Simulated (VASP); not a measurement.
# Al32O (a cell with a defect) in VASP: single point with PBE+D3(BJ)

Aim: the single point of Al32O (a cell with a defect) with PBE+D3(BJ).

Everything below comes from runs of VASP 6.6.1. Logs are shortened: lines on timing, memory, paths and dates and some standing lists are left out, and cuts for length are marked.

### Step 1. The cell of the first run

The cell holds a defect, 33 atoms: a = 8.100 Å, b = 8.100 Å, c = 8.100 Å, α = 90.00°, β = 90.00°, γ = 90.00°.

### Step 2. Single point, PBE+D3(BJ)

Contents of INCAR:

```
  PREC = Accurate
  ENCUT = 520
  EDIFF = 1E-6
  ISMEAR = -1
  SIGMA = 0.1
  LREAL = Auto
  LASPH = True
  NELM = 80
  ALGO = Normal
  ISIF = 2
  LWAVE = False
  LCHARG = False
  GGA = PE
  IVDW = 12
  NBANDS = 73
```

Contents of KPOINTS:

```
regular mesh
0
Gamma
  3 3 3
```

Contents of POSCAR:

```
Al32O
1.0
    8.1000000000      0.0000000000      0.0000000000
    0.0000000000      8.1000000000      0.0000000000
    0.0000000000      0.0000000000      8.1000000000
Al O
32 1
Direct
    0.5023632099      0.0026339506     -0.0047874074
    0.7527990123      0.2529946914     -0.0063587654
    0.7527218519      0.0011716049      0.2456225926
    0.0031861728      0.0007700000     -0.0065001235
    0.2564297531      0.2538133333     -0.0066280247
    0.5004238272      0.5035014815     -0.0066682716
    0.7535053086      0.7565741975     -0.0065295062
    0.2562823457      0.0007729630      0.2465501235
    0.5008770370      0.2528714815      0.2456056790
    0.7430414815      0.5138386420      0.2361574074
    0.5004846914      0.0007876543      0.4962219753
    0.7433533333      0.2434980247      0.5064977778
    0.7535475309      0.0007814815      0.7493200000
    0.0042925926      0.5045485185     -0.0063250617
    0.2545438272      0.7549675309     -0.0047737037
    0.0137081481      0.2436504938      0.2361117284
    0.2561476543      0.5045371605      0.2455803704
    0.5004337037      0.7567348148      0.2465255556
    0.0042233333      0.0012783951      0.4970983951
    0.2561532099      0.2530585185      0.4969681481
    0.5009435802      0.5044881481      0.4971093827
    0.7527117284      0.7564082716      0.4971281481
    0.2545709877      0.0026627160      0.7474256790
    0.5006119753      0.2538843210      0.7491903704
    0.7527528395      0.5044709877      0.7489346914
    0.0041628395      0.7562928395      0.2456897531
    0.0137033333      0.5139483951      0.5068529630
    0.2563611111      0.7566127160      0.4962929630
    0.0042188889      0.2529411111      0.7489170370
    0.2564600000      0.5035445679      0.7493161728
    0.5023248148      0.7548983951      0.7474595062
    0.0032627160      0.7567843210      0.7493629630
   -0.1214275309      0.3789043210      0.3713639506
```

Potentials or basis: VASP PAW PBE potentials, release 64 (Al, O).

The run is started by

```
cat potpaw_PBE.64/Al/POTCAR potpaw_PBE.64/O/POTCAR > POTCAR
mpirun -np 1 vasp_std > vasp.out
```

OUTCAR:

```text
PREC = Accurate
   ENCUT = 520
   EDIFF = 1E-6
   ISMEAR = -1
   LREAL = Auto
   LASPH = True
   NELM = 80
   ISIF = 2
   GGA = PE
   IVDW = 12
 IVDW          = 12

 ion  position               nearest neighbor table
   1  0.502  0.003  0.995-  15 2.84  31 2.84  23 2.84  13 2.85   5 2.85   7 2.85  18 2.85  24 2.85
                             8 2.85   9 2.87   3 2.87   2 2.87
   2  0.753  0.253  0.994-  29 2.84  25 2.84  13 2.84  24 2.84   1 2.87   4 2.88   6 2.88  14 2.88
                             3 2.89  10 2.89   9 2.89  16 2.89
   3  0.753  0.001  0.246-  22 2.84  26 2.84  18 2.85   7 2.85   1 2.87   4 2.88  11 2.88  19 2.88
                             9 2.88  12 2.89   2 2.89  16 2.89
   4  0.003  0.001  0.993-  16 2.78  32 2.80  13 2.83   7 2.83  26 2.85  29 2.85  15 2.85  23 2.85
                             3 2.88   2 2.88   8 2.90   5 2.90
   5  0.256  0.254  0.993-  16 2.78  24 2.80   6 2.83  30 2.83  29 2.85   9 2.85  23 2.85   1 2.85
                            14 2.88  17 2.88   8 2.90   4 2.90
   6  0.500  0.504  0.993-  10 2.78  30 2.79   5 2.83  24 2.83  17 2.84  25 2.85  31 2.85  15 2.85
                             2 2.88   9 2.88   7 2.90  18 2.90
   7  0.754  0.757  0.993-  10 2.78  13 2.80  32 2.83   4 2.83  25 2.84   3 2.85  31 2.85   1 2.85
                            14 2.88  26 2.88  18 2.90   6 2.90
   8  0.256  0.001  0.247-  16 2.78  18 2.80  11 2.83  28 2.83  26 2.84   9 2.85  15 2.85   1 2.85
                            19 2.88  20 2.88   4 2.90   5 2.90
   9  0.501  0.253  0.246-  20 2.84  17 2.84   5 2.85   8 2.85   1 2.87  11 2.88   6 2.88  21 2.88
[... 32 lines left out ...]
                            27 2.88  21 2.88  22 2.89  12 2.89
  26  0.004  0.756  0.246-   3 2.84  19 2.84   8 2.84   4 2.85  15 2.87  28 2.88   7 2.88  22 2.88
                            17 2.89  14 2.89  27 2.89  10 2.89
  27  0.014  0.514  0.507-  33 1.90  30 2.78  28 2.78  32 2.78  25 2.88  29 2.88  20 2.89  22 2.89
                            26 2.89  17 2.89  12 3.10  16 3.10  10 3.10
  28  0.256  0.757  0.496-  27 2.78  11 2.80  18 2.83   8 2.83  21 2.85  19 2.85  31 2.85  23 2.85
                            17 2.88  26 2.88  30 2.90  32 2.90
  29  0.004  0.253  0.749-   2 2.84  14 2.84   5 2.85   4 2.85  23 2.87  13 2.88  30 2.88  25 2.88
                            19 2.88  27 2.88  12 2.89  20 2.89
  30  0.256  0.504  0.749-  27 2.78   6 2.79   5 2.83  24 2.83  14 2.84  21 2.85  31 2.85  15 2.85
                            20 2.88  29 2.88  28 2.90  32 2.90
  31  0.502  0.755  0.747-   1 2.84  23 2.84  15 2.84  13 2.85  11 2.85  28 2.85   7 2.85  30 2.85
                             6 2.85  22 2.87  21 2.87  25 2.87
  32  0.003  0.757  0.749-  27 2.78   4 2.80  13 2.83   7 2.83  14 2.84  19 2.85  15 2.85  23 2.85
                            22 2.88  25 2.88  28 2.90  30 2.90
  33  0.879  0.379  0.371-  16 1.90  27 1.90  10 1.90  12 1.90

  LATTYP: Found a simple cubic cell.
 ALAT       =     8.1000000000

  Lattice vectors:

 A1 = (   8.1000000000,   0.0000000000,   0.0000000000)
[... 192 lines left out ...]
   NUPDOWN=      -1.0000    fix difference up-down
   EMIN   =  10.00;   EMAX   =-10.00  energy-range for DOS
   EFERMI =   0.00;   METHOD = LEGACY
   ISMEAR =    -1;   SIGMA  =   0.10  broadening in eV -4-tet -1-fermi 0-gaus
   EFERMI_NEDOS =   21; number of points for ismear=-14 and -15
   IALGO  =     38    algorithm
   IMIX   =      4    mixing-type and parameters
     AMIX     =   0.40;   BMIX     =  1.00
     AMIX_MAG =   1.60;   BMIX_MAG =  1.00
  volume/ion in A,a.u.               =      16.10       108.68
  Fermi-wavevector in a.u.,A,eV,Ry     =   0.944329  1.784523 12.133087  0.891757
  Thomas-Fermi vector in A             =   2.072123
   LORBIT       =      0    0 simple, 1 ext, 2 COOP (PROOUT), +10 PAW based schemes
   GGA     = PE    functional components
   LHFCALC =     F    Hartree Fock is set to
   AEXX    =    0.0000 exact exchange contribution
   IVDW    =    12    specifies the selected vdW correction
   LEPSILON=     F    determine dielectric tensor
   LRPA    =     F    only Hartree local field effects (RPA)
 non-spin polarized calculation
  energy-cutoff  :      520.00
  volume of cell :      531.44
 maximum number of plane-waves:     14358
   NGX = 31   NGY = 31   NGZ = 31

 number of electron     102.0000013 magnetization

 Free energy of the ion-electron system (eV)
  ---------------------------------------------------
  ext. energy  EPLUGINS =         0.00000000
  ---------------------------------------------------
  free energy    TOTEN  =      -128.95623982 eV

  energy without entropy =     -128.60870085  energy(sigma->0) =     -128.78247033

 E-fermi :   7.9964     XC(G=0): -10.2357

 val. band max:        7.9740519632   @ k =  -0.3333   0.3333   0.0000
 cond. band min:       8.0656045865   @ k =   0.0000   0.3333   0.0000
 fundamental gap:      0.0915526233
 Fermi energy:         7.9963820118

 k-point     1 :       0.0000    0.0000    0.0000
  band No.  band energies     occupation
      1     -13.2899      2.00000
      2      -2.9594      2.00000
      3      -1.1321      2.00000
      4      -1.1313      2.00000
      5      -1.1303      2.00000
      6      -0.8572      2.00000
[... 913 lines left out ...]
     62       9.8348      0.00000
     63       9.8350      0.00000
 [bands above 63 left out]

------------------------ aborting loop because EDIFF is reached ----------------------------------------

 Edisp (eV)  -10.91406

 E8    (eV) :    -4.8579

  FORCE on cell =-STRESS in cart. coord.  units (eV):
  Direction    XX          YY          ZZ          XY          YZ          ZX
  --------------------------------------------------------------------------------------
  -------------------------------------------------------------------------------------
  Total      -8.36227    -8.36881    -8.36425    -0.01072     0.01233     0.00759
  in kB     -25.21041   -25.23012   -25.21636    -0.03232     0.03719     0.02289
  external pressure =      -25.22 kB  Pullay stress =        0.00 kB

 VOLUME and BASIS-vectors are now :
 -----------------------------------------------------------------------------
  energy-cutoff  :      520.00
  volume of cell :      531.44
      direct lattice vectors                 reciprocal lattice vectors
     8.100000000  0.000000000  0.000000000     0.123456790  0.000000000  0.000000000
     0.000000000  8.100000000  0.000000000     0.000000000  0.123456790  0.000000000
     0.000000000  0.000000000  8.100000000     0.000000000  0.000000000  0.123456790

 POSITION                                       TOTAL-FORCE (eV/Angst)
 -----------------------------------------------------------------------------------
      4.06914      0.02133      8.06122         0.000315     -0.000261      0.002936
      6.09767      2.04926      8.04849        -0.001005      0.001449      0.003958
      6.09705      0.00949      1.98954         0.002867     -0.001863     -0.000028
      0.02581      0.00624      8.04735         0.000834      0.000603     -0.000732
      2.07708      2.05589      8.04631        -0.000890     -0.001549      0.000188
      4.05343      4.07836      8.04599         0.001899      0.001241      0.002291
[... 25 lines left out ...]
      0.02643      6.12995      6.06984        -0.001066      0.000626     -0.000731
      7.11644      3.06913      3.00805        -0.005347     -0.006458      0.002568
 -----------------------------------------------------------------------------------
    total drift:                               -0.014649     -0.015605      0.012587

  FREE ENERGIE OF THE ION-ELECTRON SYSTEM (eV)
  ---------------------------------------------------
  free  energy   TOTEN  =      -139.8702990605 eV

  energy  without entropy=     -139.5227600888  energy(sigma->0) =     -139.69652957
```

Wall time 12 min (1 thread of Intel Xeon Platinum 8559C (Emerald Rapids), shared host); peak memory 0.67 GiB.

Results:

* Free energy: -139.8703 eV
* Pressure: -2.5 GPa
* Largest force: 0.011 eV/Å
* Band gap on the k mesh: zero (band 51 reaches 8.13 eV, above the bottom of band 52 at 7.82 eV)
* Dispersion energy per atom: -0.331 eV

Forces in eV/Å, atoms in the order of the input:
```
Al   0.000  0.000  0.003
Al  -0.001  0.001  0.004
Al   0.003 -0.002  0.000
Al   0.001  0.001 -0.001
Al  -0.001 -0.002  0.000
Al   0.002  0.001  0.002
Al   0.001  0.001  0.000
Al   0.000 -0.001 -0.001
Al   0.000  0.005 -0.001
Al   0.002  0.009 -0.007
Al  -0.001  0.000 -0.005
Al  -0.002  0.001  0.000
Al   0.006 -0.002  0.000
Al  -0.004 -0.004  0.004
Al  -0.003 -0.003  0.002
Al   0.007 -0.003 -0.007
Al  -0.002 -0.003  0.002
Al   0.001 -0.001  0.001
Al  -0.001 -0.005 -0.004
Al   0.000  0.000  0.003
Al  -0.003  0.000 -0.003
Al   0.001  0.000 -0.001
Al  -0.001  0.000  0.001
Al  -0.002  0.003  0.001
Al   0.002  0.001  0.003
Al  -0.003  0.000  0.003
Al   0.004  0.006 -0.005
Al   0.000  0.002 -0.001
Al   0.001  0.004  0.003
Al  -0.002  0.000  0.000
Al   0.001 -0.004  0.001
Al  -0.001  0.001 -0.001
O   -0.005 -0.006  0.003
```
